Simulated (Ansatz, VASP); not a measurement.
SnO: VASP beside Ansatz

INCAR

```
SYSTEM = SnO
PREC = Accurate ; ENCUT = 520
EDIFF = 1E-6 ; ISMEAR = 0
SIGMA = 0.15 ; LREAL = .False.
LASPH = .True. ; NELM = 100
ALGO = Normal ; ISIF = 2
LWAVE = .False. ; LCHARG = .True.
GGA = PE ; IVDW = 12
LELF = .True. ; LVHAR = .True.
NBANDS = 28
```

KPOINTS

```
regular mesh
0
Gamma
  14 14 12
  0 0 0
```

Contents of POSCAR:

```
SnO
1.0
    3.7406666942      0.0000000000      0.0000000000
    0.0000000000      3.7406666942      0.0000000000
    0.0000000000      0.0000000000      4.9958856759
Sn O
2 2
Direct
    0.0000000000      0.5000000000      0.2385000000
    0.5000000000      0.0000000000      0.7615000000
    0.0000000000      0.0000000000      0.0000000000
    0.5000000000      0.5000000000      0.0000000000
```

Input for Ansatz:

```yaml
crystal:
  lattice:
    - [3.7406666942, 0.0, 0.0]
    - [0.0, 3.7406666942, 0.0]
    - [0.0, 0.0, 4.9958856759]
  atoms:
    - { symbol: Sn, position: [0.0, 0.5, 0.2385] }
    - { symbol: Sn, position: [0.5, 0.0, 0.7615] }
    - { symbol: O, position: [0.0, 0.0, 0.0] }
    - { symbol: O, position: [0.5, 0.5, 0.0] }
basis:
  ecutwfc: 650.0
kpoints:
  mp_grid: { grid: [14, 14, 12] }
hamiltonian:
  xc: pbe
  dispersion: d3bj
scf:
  occupations: { method: gaussian, width: 0.15 }
output:
  forces: true
  stress: true
  eigenvalues: true
  write_density: true
  write_potential: true
  elf: true
  volumetric_format: npy
```

Alike in both runs: task single point; functional PBE; dispersion D3(BJ); k mesh 14 × 14 × 12; occupations gaussian, width 0.15 eV; no spin polarisation.

|  | VASP | Ansatz |
| --- | --- | --- |
| version | VASP 6.6.1 | Ansatz 0.2.0 |
| potentials or method | VASP PAW PBE potentials, release 64 (Sn_d, O), cutoff 520 eV | scalar-relativistic, plane waves, PAW |
| valence electrons in the cell | 40 | 40 |

VASP gave:

- gap on the k mesh at the Fermi level (eV): none
- pressure (GPa): 3.0
- traceless stress, the component that is largest in VASP (GPa): -3.30
- rms of the force components (eV/Å): 0.081

Which values does Ansatz return?

gap on the k mesh at the Fermi level (eV): none; pressure (GPa): 2.7; traceless stress, the component that is largest in VASP (GPa): -3.33; rms of the force components (eV/Å): 0.043.

Atom by atom the forces differ by 0.038 eV/Å (rms over components). A gap of «none» marks a metal or a gap that the smearing closes.
